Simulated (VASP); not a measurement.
Crystal: GaSb.

```xyz
2
Lattice="0.0000 2.7696 2.7696 2.7696 0.0000 2.7696 2.7696 2.7696 0.0000" Properties=species:S:1:pos:R:3 pbc="T T T"
Ga    0.0000    0.0000    0.0000
Sb    2.7696    2.7696    2.7696
```

| Quantity | Value |
| --- | --- |
| Program | VASP 6.6.1 |
| Task | relaxation of cell and atoms |
| Functional | PBEsol |
| Potentials or basis | VASP PAW PBE potentials, release 64 (Ga_d, Sb) |
| Cutoff | 500 eV |
| k mesh | 6 × 6 × 6 |
| Occupations | fermi-dirac, width 0.03 eV |
| Spin | no spin polarisation |

At the start: pressure 6.9 GPa; volume 21.24 Å³/atom.

Problem. Where does the relaxation end?

Solution. Over 4 steps the energy falls by 37.4 meV/atom and the volume is 23.21 Å³/atom (+9.2 %); space group Fm-3m (No. 225, to 0.1 Å) before and after.

Step by step:
```
step  energy change (eV)  largest force (eV/Å)  pressure (GPa)  volume (Å³)
   1              0.0000                0.0000            6.88        42.49
   2             -0.0599                0.0000           -2.37        48.35
   3             -0.0747                0.0000            0.08        46.33
   4             -0.0747                0.0000            0.02        46.41
```

Final structure:
```cif
data_structure
_symmetry_space_group_name_H-M 'P 1'
_symmetry_Int_Tables_number 1
_cell_length_a 4.0338
_cell_length_b 4.0338
_cell_length_c 4.0338
_cell_angle_alpha 60.000
_cell_angle_beta 60.000
_cell_angle_gamma 60.000
_cell_volume 46.41
loop_
_atom_site_label
_atom_site_type_symbol
_atom_site_fract_x
_atom_site_fract_y
_atom_site_fract_z
_atom_site_occupancy
Ga1 Ga 0.00000 0.00000 0.00000 1
Sb1 Sb 0.50000 0.50000 0.50000 1
```

Caveat: the structure was generated, so it needn't be the stable form of GaSb; the PAW data sets were made with another functional, which shifts forces and pressure a little.
